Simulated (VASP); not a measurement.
Ni, 2 atoms in the cell. Symmetry: Fm-3m, No. 225, cubic system. The conventional cell has a = 3.527 Å, b = 3.527 Å, c = 3.527 Å, α = 90.00°, β = 90.00°, γ = 90.00°. Within 3.3 Å of Ni (site symmetry m-3m) lie 12 Ni at 2.49 Å. 

```yaml
Program: VASP 6.6.1
Task: single point
Functional: PBE
Potentials_or_basis: VASP PAW PBE potentials, release 64 (Ni)
Cutoff: 520 eV
k_mesh: 13 × 13 × 13
Occupations: fermi-dirac, width 0.1 eV
Spin: collinear spin, antiferromagnetic start
Starting_moments: "[1.0, -1.0] μB"
Dipole_correction: no
Further_INCAR_settings: ALGO = Normal; EDIFF = 1e-06; NBANDS = 21
```

Potentials or basis: VASP PAW PBE potentials, release 64 (Ni).

The run is started by

```bash
$ cat potpaw_PBE.64/Ni/POTCAR > POTCAR
$ mpirun -np 1 vasp_std > vasp.out
```

Hardware: 1 thread of Intel(R) Xeon(R) 6975P-C (Granite Rapids) (shared host).

**Question.** How long does it take, and how much memory?

**Answer.** It took 3.3 min on 1 thread of Intel(R) Xeon(R) 6975P-C (Granite Rapids), with other jobs on the host, peak memory 0.31 GiB. Counts: scf iterations 18, k points 231.
